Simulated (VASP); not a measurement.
# CoSi2 in VASP: further runs, part 3 of 3

VASP 6.6.1. The steps go on from the part before.

## (6) Electric field gradients, PBEsol, collinear spin, ferromagnetic start (equal xy, yz and zx shear strains of -1 %)

The input, INCAR:

```
SYSTEM = CoSi2
ALGO = Normal
EDIFF = 1E-8
ENCUT = 520
GGA = PS
ISIF = 2
ISMEAR = -1
ISPIN = 2
LASPH = .True.
LCHARG = .False.
LEFG = .True.
LMAXMIX = 4
LORBIT = 11
LREAL = .False.
LWAVE = .False.
MAGMOM = 2 0 0
NBANDS = 20
NELM = 150
PREC = Accurate
SIGMA = 0.05
```

The input, KPOINTS:

```
k-points
0
Gamma
  11 11 11
  0 0 0
```

The input, POSCAR:

```
CoSi2
1.0
   -0.0268250000      2.6690875000      2.6690875000
    2.6690875000     -0.0268250000      2.6690875000
    2.6690875000      2.6690875000     -0.0268250000
Co Si
1 2
Direct
    0.0000000000      0.0000000000      0.0000000000
    0.2500000000      0.2500000000      0.2500000000
    0.7500000000      0.7500000000      0.7500000000
```

Potentials or basis: VASP PAW PBE potentials, release 64 (Co, Si).

Run with:

```bash
$ cat potpaw_PBE.64/Co/POTCAR potpaw_PBE.64/Si/POTCAR > POTCAR
$ mpirun -np 1 vasp_std > vasp.out
```

OUTCAR:

```text
SYSTEM = CoSi2
   EDIFF = 1E-8
   ENCUT = 520
   GGA = PS
   ISIF = 2
   ISMEAR = -1
   ISPIN = 2
   LASPH = .True.
   LORBIT = 11
   LREAL = .False.
   NELM = 150
   PREC = Accurate

 ion  position               nearest neighbor table
   1  0.000  0.000  0.000-   2 2.30   3 2.30   3 2.33   3 2.33   2 2.33   2 2.33   3 2.33   2 2.33

   2  0.250  0.250  0.250-   1 2.30   1 2.33   1 2.33   1 2.33   3 2.68   3 2.68   3 2.68   3 2.68
                             3 2.68   3 2.68
   3  0.750  0.750  0.750-   1 2.30   1 2.33   1 2.33   1 2.33   2 2.68   2 2.68   2 2.68   2 2.68
                             2 2.68   2 2.68

  LATTYP: Found a trigonal (rhomboedric) cell.
 ALAT       =     3.7747550577
 COS(alpha) =     0.4899250057

  Lattice vectors:

 A1 = (  -0.0268250000,   2.6690875000,   2.6690875000)
 A2 = (   2.6690875000,  -0.0268250000,   2.6690875000)
 A3 = (   2.6690875000,   2.6690875000,  -0.0268250000)

Analysis of symmetry for initial positions (statically):
=====================================================================
 Subroutine PRICEL returns:
 Original cell was already a primitive cell.

 Routine SETGRP: Setting up the symmetry group for a
 trigonal (rhombohedral) supercell.

 Subroutine GETGRP returns: Found 12 space group operations
 (whereof 12 operations were pure point group operations)
 out of a pool of 12 trial point group operations.

The static configuration has the point symmetry D_3d.

Analysis of symmetry for dynamics (positions and initial velocities):
=====================================================================
 Subroutine PRICEL returns:
 Original cell was already a primitive cell.

 Routine SETGRP: Setting up the symmetry group for a
[... 1298 lines left out ...]
  external PRESSURE =     -52.6152669 kB  Pullay stress =       0.0000000 kB

 VOLUME and BASIS-vectors are now :
 -----------------------------------------------------------------------------
  energy-cutoff  :      520.00
  volume of cell :       38.60
      direct lattice vectors                 reciprocal lattice vectors
    -0.026825000  2.669087500  2.669087500    -0.184529263  0.186402657  0.186402657
     2.669087500 -0.026825000  2.669087500     0.186402657 -0.184529263  0.186402657
     2.669087500  2.669087500 -0.026825000     0.186402657  0.186402657 -0.184529263

 POSITION                                       TOTAL-FORCE (eV/Angst)
 -----------------------------------------------------------------------------------
      0.00000      0.00000      0.00000         0.000000     -0.000000     -0.000000
      1.32784      1.32784      1.32784         0.087839      0.087839      0.087839
      3.98351      3.98351      3.98351        -0.087839     -0.087839     -0.087839
 -----------------------------------------------------------------------------------
    total drift:                               -0.000000     -0.000000      0.000000

  FREE ENERGIE OF THE ION-ELECTRON SYSTEM (eV)
  ---------------------------------------------------
  free  energy   TOTEN  =       -20.9633115104 eV

  energy  without entropy=      -20.9550480009  energy(sigma->0) =      -20.95917976

 Electric field gradients (V/A^2)
---------------------------------------------------------------------
 ion       V_xx      V_yy      V_zz      V_xy      V_xz      V_yz
---------------------------------------------------------------------
   1      -0.000    -0.000     0.000    -3.756    -3.756    -3.756
   2      -0.000    -0.000     0.000    -1.555    -1.555    -1.555
   3      -0.000    -0.000     0.000    -1.555    -1.555    -1.555
---------------------------------------------------------------------

 Electric field gradients after diagonalization (V/A^2)
 (convention: |V_zz| > |V_xx| > |V_yy|)
----------------------------------------------------------------------
 ion       V_xx      V_yy      V_zz     asymmetry (V_yy - V_xx)/ V_zz
----------------------------------------------------------------------
   1       3.756     3.756    -7.511       0.000
   2       1.555     1.555    -3.110       0.000
   3       1.555     1.555    -3.110       0.000
----------------------------------------------------------------------

           NMR quadrupolar parameters

 Cq : quadrupolar parameter    Cq=e*Q*V_zz/h
 eta: asymmetry parameters     (V_yy - V_xx)/ V_zz
 Q  : nuclear electric quadrupole moment in mb (millibarn)
----------------------------------------------------------------------
 ion       Cq(MHz)       eta       Q (mb)
----------------------------------------------------------------------
   1      -0.018       0.000       1.000
   2      -0.008       0.000       1.000
   3      -0.008       0.000       1.000
----------------------------------------------------------------------

 total charge

# of ion       s       p       d       tot
------------------------------------------
    1        0.540   0.716   7.596   8.853
    2        0.717   0.868   0.000   1.585
    3        0.717   0.868   0.000   1.585
--------------------------------------------------
tot          1.974   2.452   7.596  12.022

 magnetization (x)

# of ion       s       p       d       tot
------------------------------------------
    1       -0.000  -0.000  -0.000  -0.000
    2        0.000   0.000   0.000   0.000
    3        0.000   0.000   0.000   0.000
--------------------------------------------------
tot          0.000   0.000  -0.000  -0.000
```

Run time: 6 min. Hardware: 1 thread of Oxide Virtual Turin-like, shared host; peak memory 0.26 GiB.

Results:

- Free energy: -20.9633 eV
- Pressure: -5.3 GPa
- Largest force: 0.152 eV/Å
- Net moment: 0.00 μB per cell
- Largest electric field gradient by atom: Co -7.5; Si -3.1 V/Å²
- Valence electrons inside the program's atomic spheres: Co 8.85; Si 1.58

Forces in eV/Å, atoms in the order of the input:
```
Co   0.000  0.000  0.000
Si   0.088  0.088  0.088
Si  -0.088 -0.088 -0.088
```

Electric field gradients, principal values (V/Å²):
| atom | least | middle | greatest (by size) |
| --- | --- | --- | --- |
| 1 Co | 3.756 | 3.756 | -7.511 |
| 2 Si | 1.555 | 1.555 | -3.110 |
| 3 Si | 1.555 | 1.555 | -3.110 |

Caveat: the cell differs from its parent crystal (equal xy, yz and zx shear strains of -1 %); the cell stands under tension; the moments typed at the start vanished in this run; without QUAD_EFG the Cq values of the log hold for a quadrupole moment of 1 mb, not for the nuclei; the PAW data sets were made with another functional, which shifts forces and pressure a little.
